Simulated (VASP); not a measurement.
# CO2 (Cmce) in VASP: single point with PBEsol

Aim: the single point of CO2 with PBEsol.

Program: VASP 6.6.1. These are calculated values, not measurements. Logs are shortened: lines on timing, memory, paths and dates and some standing lists are left out, and cuts for length are marked.

## Step 1: The cell of the first run

Symmetry: Cmce, No. 64, orthorhombic system. The conventional cell has a = 5.272 Å, b = 4.775 Å, c = 6.587 Å, α = 90.00°, β = 90.00°, γ = 90.00°. Within 1.6 Å of C (site symmetry 2/m) lie 2 O at 1.17 Å. Within 1.6 Å of O (site symmetry m) lie 1 C at 1.17 Å.

## Step 2: Single point, PBEsol

File INCAR:

```
SYSTEM = CO2
PREC = Accurate
ENCUT = 520
EDIFF = 1E-6
ISMEAR = 0
SIGMA = 0.1
LREAL = Auto
LASPH = .TRUE.
NELM = 80
ALGO = Normal
ISIF = 2
LWAVE = .FALSE.
LCHARG = .TRUE.
GGA = PS
LELF = .TRUE.
LVHAR = .TRUE.
ISYM = 0
NBANDS = 63
```

File KPOINTS:

```
Automatic mesh
0
Gamma
  2 2 2
  0.5 0.5 0.5
```

File POSCAR:

```
CO2
1.0
    5.2718224600      0.0000000000      0.0000000000
    0.0000000000      0.0000000000      6.5871749100
   -2.6359112300     -7.1621343600      0.0000000000
C O
6 12
Direct
    0.0000000000      0.0000000000      0.0000000000
    0.3333333333      0.0000000000      0.6666666667
    0.6666666667      0.0000000000      0.3333333333
    0.5000000000      0.5000000000      0.0000000000
    0.8333333333      0.5000000000      0.6666666667
    0.1666666667      0.5000000000      0.3333333333
    0.6021695233      0.8918433900      0.2043390467
    0.9355028567      0.8918433900      0.8710057133
    0.2688361900      0.8918433900      0.5376723800
    0.3978304767      0.1081566100      0.7956609533
    0.7311638100      0.1081566100      0.4623276200
    0.0644971433      0.1081566100      0.1289942867
    0.5644971433      0.3918433900      0.1289942867
    0.8978304767      0.3918433900      0.7956609533
    0.2311638100      0.3918433900      0.4623276200
    0.4355028567      0.6081566100      0.8710057133
    0.7688361900      0.6081566100      0.5376723800
    0.1021695233      0.6081566100      0.2043390467
```

Potentials or basis: VASP PAW PBE potentials, release 64 (C, O).

The run is started by

```
> cat potpaw_PBE.64/C/POTCAR potpaw_PBE.64/O/POTCAR > POTCAR
> mpirun -np 1 vasp_std > vasp.out
```

OUTCAR:

```text
SYSTEM = CO2
   PREC = Accurate
   ENCUT = 520
   EDIFF = 1E-6
   ISMEAR = 0
   LREAL = Auto
   LASPH = .TRUE.
   NELM = 80
   ISIF = 2
   GGA = PS
   ISYM = 0

 ion  position               nearest neighbor table
   1  0.000  0.000  0.000-   8 1.17  12 1.17
   2  0.333  0.000  0.667-  10 1.17   9 1.17
   3  0.667  0.000  0.333-   7 1.17  11 1.17
   4  0.500  0.500  0.000-  13 1.17  16 1.17
   5  0.833  0.500  0.667-  14 1.17  17 1.17
   6  0.167  0.500  0.333-  18 1.17  15 1.17
   7  0.602  0.892  0.204-   3 1.17
   8  0.936  0.892  0.871-   1 1.17
   9  0.269  0.892  0.538-   2 1.17
  10  0.398  0.108  0.796-   2 1.17
  11  0.731  0.108  0.462-   3 1.17
  12  0.064  0.108  0.129-   1 1.17
  13  0.564  0.392  0.129-   4 1.17
  14  0.898  0.392  0.796-   5 1.17
  15  0.231  0.392  0.462-   6 1.17
  16  0.436  0.608  0.871-   4 1.17
  17  0.769  0.608  0.538-   5 1.17
  18  0.102  0.608  0.204-   6 1.17

IMPORTANT INFORMATION: All symmetrisations will be switched off!
NOSYMM: (Re-)initialisation of all symmetry stuff for point group C_1.

----------------------------------------------------------------------------------------

                                     Primitive cell

  volume of cell :     248.7153

  direct lattice vectors                    reciprocal lattice vectors
     5.271822460  0.000000000  0.000000000     0.189687723 -0.069811592  0.000000000
     0.000000000  0.000000000  6.587174910     0.000000000  0.000000000  0.151810148
    -2.635911230 -7.162134360  0.000000000     0.000000000 -0.139623184  0.000000000

  length of vectors
     5.271822460  6.587174910  7.631788559     0.202126423  0.151810148  0.139623184

  position of ions in fractional coordinates (direct lattice)
     0.000000000  0.000000000  0.000000000
     0.333333333  0.000000000  0.666666667
     0.666666667  0.000000000  0.333333333
     0.500000000  0.500000000  0.000000000
     0.833333333  0.500000000  0.666666667
     0.166666667  0.500000000  0.333333333
[... 10 lines left out ...]
     0.768836190  0.608156610  0.537672380
     0.102169523  0.608156610  0.204339047

  ion indices of the primitive-cell ions
   primitive index   ion index
                 1           1
                 2           2
                 3           3
                 4           4
                 5           5
                 6           6
[... 10 lines left out ...]
                17          17
                18          18

----------------------------------------------------------------------------------------

 KPOINTS: Automatic mesh

Automatic generation of k-mesh.
 Grid dimensions read from file:
 generate k-points for:    2    2    2

 Generating k-lattice:

  Cartesian coordinates                     Fractional coordinates (reciprocal lattice)
     0.094843862 -0.034905796  0.000000000     0.500000000  0.000000000  0.000000000
     0.000000000  0.000000000  0.075905074     0.000000000  0.500000000  0.000000000
     0.000000000 -0.069811592  0.000000000     0.000000000  0.000000000  0.500000000

  Length of vectors
     0.101063211  0.075905074  0.069811592

  Shift w.r.t. Gamma in fractional coordinates (k-lattice)
     0.500000000  0.500000000  0.500000000

 Subroutine IBZKPT returns following result:
 ===========================================

 Found      8 irreducible k-points:

 Following reciprocal coordinates:
            Coordinates               Weight
  0.250000  0.250000  0.250000      2.000000
 -0.250000  0.250000 -0.250000      2.000000
  0.250000 -0.250000  0.500000      2.000000
 -0.250000 -0.250000  0.500000      2.000000
 -0.250000  0.250000  0.250000      2.000000
  0.250000  0.250000 -0.250000      2.000000
 -0.250000 -0.250000  0.000000      2.000000
  0.250000 -0.250000  0.000000      2.000000
   k-points           NKPTS =      8   k-points in BZ     NKDIM =      8   number of bands    NBANDS=     63
   number of dos      NEDOS =    301   number of ions     NIONS =     18
   total plane-waves  NPLWV = 120000
   dimension x,y,z NGX =    40 NGY =   50 NGZ =   60
   dimension x,y,z NGXF=    80 NGYF=  100 NGZF=  120
   ions per type =               6  12
   NGX,Y,Z   is equivalent  to a cutoff of  12.61, 12.62, 13.07 a.u.
   NGXF,Y,Z  is equivalent  to a cutoff of  25.23, 25.24, 26.14 a.u.
 SYSTEM =  CO2
   PREC   = accura    normal or accurate (medium, high low for compatibility)
   ISTART =      0    job   : 0-new  1-cont  2-samecut
   ICHARG =      2    charge: 1-file 2-atom 10-const
   ISPIN  =      1    spin polarized calculation?
   LNONCOLLINEAR =      F non collinear calculations
   LSORBIT =      F    spin-orbit coupling
   LASPH  =      T    aspherical Exc in radial PAW
   ENCUT  =  520.0 eV  38.22 Ry    6.18 a.u.   9.80 12.25 14.19*2*pi/ulx,y,z
   NELM   =     80;   NELMIN=  2; NELMDL= -5     # of ELM steps
   EDIFF  = 0.1E-05   stopping-criterion for ELM
   LREAL  =      T    real-space projection
   EDIFFG = 0.1E-04   stopping-criterion for IOM
   NSW    =      0    number of steps for IOM
   IBRION =     -1    ionic relax: 0-MD 1-quasi-New 2-CG
   NFREE  =      0    steps in history (QN), initial steepest desc. (CG)
   ISIF   =      2    stress and relaxation
   ISYM   =      0    0-nonsym 1-usesym 2-fastsym
   POTIM  = 0.5000    time-step for ionic-motion
   TEBEG  =    0.0;   TEEND  =   0.0 temperature during run
   PSTRESS=    0.0 pullay stress
   NELECT =      96.0000    total number of electrons
   NUPDOWN=      -1.0000    fix difference up-down
   EMIN   =  10.00;   EMAX   =-10.00  energy-range for DOS
   EFERMI =   0.00;   METHOD = LEGACY
   ISMEAR =     0;   SIGMA  =   0.10  broadening in eV -4-tet -1-fermi 0-gaus
   EFERMI_NEDOS =   21; number of points for ismear=-14 and -15
   IALGO  =     38    algorithm
   IMIX   =      4    mixing-type and parameters
     AMIX     =   0.40;   BMIX     =  1.00
     AMIX_MAG =   1.60;   BMIX_MAG =  1.00
  volume/ion in A,a.u.               =      13.82        93.25
  Fermi-wavevector in a.u.,A,eV,Ry     =   1.191968  2.252492 19.330976  1.420787
  Thomas-Fermi vector in A             =   2.328017
   LORBIT       =      0    0 simple, 1 ext, 2 COOP (PROOUT), +10 PAW based schemes
   GGA     = PS    functional components
   LHFCALC =     F    Hartree Fock is set to
   AEXX    =    0.0000 exact exchange contribution
   IVDW    =     0    specifies the selected vdW correction
   LEPSILON=     F    determine dielectric tensor
   LRPA    =     F    only Hartree local field effects (RPA)
 non-spin polarized calculation
 Gauss-broadening in eV      SIGMA  =   0.10
  energy-cutoff  :      520.00
  volume of cell :      248.72
 maximum number of plane-waves:      6697
   NGX = 19   NGY = 25   NGZ = 29

 number of electron      95.9999973 magnetization

 Free energy of the ion-electron system (eV)
  ---------------------------------------------------
  ext. energy  EPLUGINS =         0.00000000
  ---------------------------------------------------
  free energy    TOTEN  =      -142.75625029 eV

  energy without entropy =     -142.75625029  energy(sigma->0) =     -142.75625029

 E-fermi :  -2.8266     XC(G=0):  -8.3269

 val. band max:       -3.2826794629   @ k =   0.2500   0.2500   0.2500
 cond. band min:       4.0927057559   @ k =   0.2500  -0.2500   0.0000
 fundamental gap:      7.3753852188
 Fermi energy:        -2.8265921017

 k-point     1 :       0.2500    0.2500    0.2500
  band No.  band energies     occupation
      1     -23.8322      2.00000
      2     -23.7731      2.00000
      3     -23.7443      2.00000
      4     -23.7229      2.00000
      5     -23.6970      2.00000
      6     -23.6324      2.00000
[... 52 lines left out ...]
     59       5.4019      0.00000
     60       5.4942      0.00000

 k-point     2 :      -0.2500    0.2500   -0.2500
  band No.  band energies     occupation
      1     -23.8322      2.00000
      2     -23.7731      2.00000
      3     -23.7443      2.00000
      4     -23.7229      2.00000
      5     -23.6970      2.00000
      6     -23.6324      2.00000
[... 52 lines left out ...]
     59       5.4019      0.00000
     60       5.4942      0.00000

 k-point     3 :       0.2500   -0.2500    0.5000
  band No.  band energies     occupation
      1     -23.8322      2.00000
      2     -23.7731      2.00000
      3     -23.7443      2.00000
      4     -23.7229      2.00000
      5     -23.6970      2.00000
      6     -23.6324      2.00000
[... 52 lines left out ...]
     59       5.4019      0.00000
     60       5.4942      0.00000

 k-point     4 :      -0.2500   -0.2500    0.5000
  band No.  band energies     occupation
      1     -23.8322      2.00000
      2     -23.7731      2.00000
      3     -23.7443      2.00000
      4     -23.7229      2.00000
      5     -23.6970      2.00000
      6     -23.6324      2.00000
[... 52 lines left out ...]
     59       5.4019      0.00000
     60       5.4942      0.00000

 k-point     5 :      -0.2500    0.2500    0.2500
  band No.  band energies     occupation
      1     -23.8676      2.00000
      2     -23.7589      2.00000
      3     -23.7092      2.00000
      4     -23.7058      2.00000
      5     -23.6982      2.00000
      6     -23.6588      2.00000
[... 52 lines left out ...]
     59       5.4340      0.00000
     60       5.4587      0.00000

 k-point     6 :       0.2500    0.2500   -0.2500
  band No.  band energies     occupation
      1     -23.8676      2.00000
      2     -23.7589      2.00000
      3     -23.7092      2.00000
      4     -23.7058      2.00000
      5     -23.6982      2.00000
      6     -23.6588      2.00000
[... 52 lines left out ...]
     59       5.4340      0.00000
     60       5.4587      0.00000

 k-point     7 :      -0.2500   -0.2500    0.0000
  band No.  band energies     occupation
      1     -23.8676      2.00000
      2     -23.7589      2.00000
      3     -23.7092      2.00000
      4     -23.7058      2.00000
      5     -23.6982      2.00000
      6     -23.6588      2.00000
[... 52 lines left out ...]
     59       5.4340      0.00000
     60       5.4587      0.00000

 k-point     8 :       0.2500   -0.2500    0.0000
  band No.  band energies     occupation
      1     -23.8676      2.00000
      2     -23.7589      2.00000
      3     -23.7092      2.00000
      4     -23.7058      2.00000
      5     -23.6982      2.00000
      6     -23.6588      2.00000
[... 52 lines left out ...]
     59       5.4340      0.00000
     60       5.4587      0.00000
 [bands above 60 left out]

------------------------ aborting loop because EDIFF is reached ----------------------------------------

  FORCE on cell =-STRESS in cart. coord.  units (eV):
  Direction    XX          YY          ZZ          XY          YZ          ZX
  --------------------------------------------------------------------------------------
  -------------------------------------------------------------------------------------
  Total        1.3717559      7.1312646      4.4135975      0.0000556     -0.0000124      0.0000020
  in kB        8.8365959     45.9382764     28.4315722      0.0003581     -0.0000797      0.0000128
  external PRESSURE =      27.7354815 kB  Pullay stress =       0.0000000 kB

 VOLUME and BASIS-vectors are now :
 -----------------------------------------------------------------------------
  energy-cutoff  :      520.00
  volume of cell :      248.72
      direct lattice vectors                 reciprocal lattice vectors
     5.271822460  0.000000000  0.000000000     0.189687723 -0.069811592  0.000000000
     0.000000000  0.000000000  6.587174910     0.000000000  0.000000000  0.151810148
    -2.635911230 -7.162134360  0.000000000     0.000000000 -0.139623184  0.000000000

 POSITION                                       TOTAL-FORCE (eV/Angst)
 -----------------------------------------------------------------------------------
      0.00000      0.00000      0.00000        -0.000000      0.000046     -0.000034
     -0.00000     -4.77476      0.00000        -0.001773      0.006536     -0.001953
      2.63591     -2.38738      0.00000         0.001772     -0.006572      0.001979
      2.63591      0.00000      3.29359         0.000001     -0.000028     -0.000020
      2.63591     -4.77476      3.29359        -0.001772      0.006596      0.001996
      0.00000     -2.38738      3.29359         0.001771     -0.006556     -0.001968
[... 10 lines left out ...]
      2.63591     -3.85088      4.00603        -0.001370      0.532250      0.397730
     -0.00000     -1.46350      4.00603         0.000662      0.527821      0.396702
 -----------------------------------------------------------------------------------
    total drift:                               -0.000001     -0.000004     -0.000002

  FREE ENERGIE OF THE ION-ELECTRON SYSTEM (eV)
  ---------------------------------------------------
  free  energy   TOTEN  =      -142.7562502919 eV

  energy  without entropy=     -142.7562502919  energy(sigma->0) =     -142.75625029
```

It took 3.6 min on 1 thread of Intel Xeon Platinum 8259CL at 2.50GHz (Skylake/Cascade Lake), shared host; peak memory 0.35 GiB.

What came out:

```
Free energy            : -142.7563 eV
Pressure               : 2.8 GPa
Largest force          : 0.664 eV/Å
Band gap on the k mesh : 7.38 eV
```

Forces on the atoms (eV/Å):
```
C    0.000  0.000  0.000
C   -0.002  0.007 -0.002
C    0.002 -0.007  0.002
C    0.000  0.000  0.000
C   -0.002  0.007  0.002
C    0.002 -0.007 -0.002
O    0.001  0.528 -0.397
O    0.001  0.532 -0.396
O   -0.001  0.532 -0.398
O   -0.001 -0.528  0.397
O    0.001 -0.532  0.398
O   -0.001 -0.532  0.396
O   -0.001 -0.532 -0.396
O   -0.001 -0.528 -0.397
O    0.001 -0.532 -0.398
O    0.001  0.532  0.396
O   -0.001  0.532  0.398
O    0.001  0.528  0.397
```

Stress tensor (GPa, compression positive):
```
0.88 0.00 0.00
0.00 4.59 0.00
0.00 0.00 2.84
```

Levels at points of the mesh, in eV from the valence-band top:
| k point | band 45 | band 46 | band 47 | band 48 | band 49 | band 50 | band 51 | band 52 |
| --- | --- | --- | --- | --- | --- | --- | --- | --- |
| (0.25, 0.25, 0.25) | -0.23 | -0.17 | -0.13 | 0.00 | 7.62 | 7.71 | 7.81 | 7.98 |

Caveat: the k points lie up to 0.63 Å⁻¹ apart; this functional lacks dispersion, which holds the molecules together, so the pressure and a relaxed volume are unreliable; the PAW data sets were made with another functional, which shifts forces and pressure a little; a shifted mesh leaves out Γ, where band edges can lie. A k mesh can miss the band edges.
